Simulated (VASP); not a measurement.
**GaN: single point with PBEsol**

GaN:

```xyz
2
Lattice="0.0000 2.2535 2.2535 2.2535 0.0000 2.2535 2.2535 2.2535 0.0000" Properties=species:S:1:pos:R:3 pbc="T T T"
Ga    0.0000    0.0000    0.0000
N     3.2936    3.3860    3.4040
```

This cell differs from its parent crystal: one atom moved.

```json
{"Program": "VASP 6.6.1", "Task": "single point", "Functional": "PBEsol", "Potentials or basis": "VASP PAW PBE potentials, release 64 (Ga_d, N)", "Cutoff": "520 eV", "k mesh": "10 × 10 × 10", "Occupations": "gaussian, width 0.02 eV", "Spin": "no spin polarisation", "Dipole correction": "no", "Further INCAR settings": "ALGO = Normal; EDIFF = 1e-06; NBANDS = 16"}
```

* Pressure: -0.5 GPa
* Largest force: 1.058 eV/Å
* Band gap on the k mesh: 1.53 eV, direct

Forces on the atoms (eV/Å):
```
Ga  -1.022 -0.039  0.268
N    1.022  0.039 -0.268
```

Stress tensor (GPa, compression positive):
```
-1.15  1.23 -0.21
 1.23 -0.18 -4.78
-0.21 -4.78 -0.25
```

Levels at points of the mesh, in eV from the valence-band top:
| k point | band 6 | band 7 | band 8 | band 9 | band 10 | band 11 | band 12 | band 13 |
| --- | --- | --- | --- | --- | --- | --- | --- | --- |
| (0.00, 0.00, 0.00) | -13.25 | -0.36 | -0.14 | 0.00 | 1.53 | 9.95 | 10.05 | 10.23 |
| (0.50, 0.00, 0.00) | -11.99 | -7.05 | -1.31 | -0.96 | 4.30 | 8.43 | 9.71 | 10.33 |
| (0.00, 0.50, 0.00) | -11.98 | -7.40 | -1.35 | -0.91 | 4.45 | 8.48 | 9.75 | 10.62 |
| (0.00, 0.00, 0.50) | -11.97 | -7.47 | -1.31 | -0.95 | 4.49 | 8.49 | 9.86 | 10.57 |
| (0.50, 0.50, 0.50) | -11.99 | -7.16 | -1.38 | -0.89 | 4.35 | 8.44 | 9.66 | 10.51 |
| (0.50, 0.50, 0.00) | -11.56 | -6.36 | -2.91 | -2.83 | 3.04 | 6.36 | 11.39 | 13.70 |
| (0.00, 0.50, 0.50) | -11.54 | -6.32 | -3.02 | -2.77 | 3.06 | 6.42 | 11.39 | 13.52 |
| (0.50, 0.00, 0.50) | -11.57 | -6.36 | -2.89 | -2.84 | 3.04 | 6.36 | 11.39 | 13.74 |

It took 91 s on 1 thread of Intel(R) Xeon(R) Platinum 8259CL CPU @ 2.50GHz (Skylake/Cascade Lake), on a shared host, peak memory 0.29 GiB.

Caveat: the cell differs from its parent crystal (one atom moved); the PAW data sets were made with another functional, which shifts forces and pressure a little.
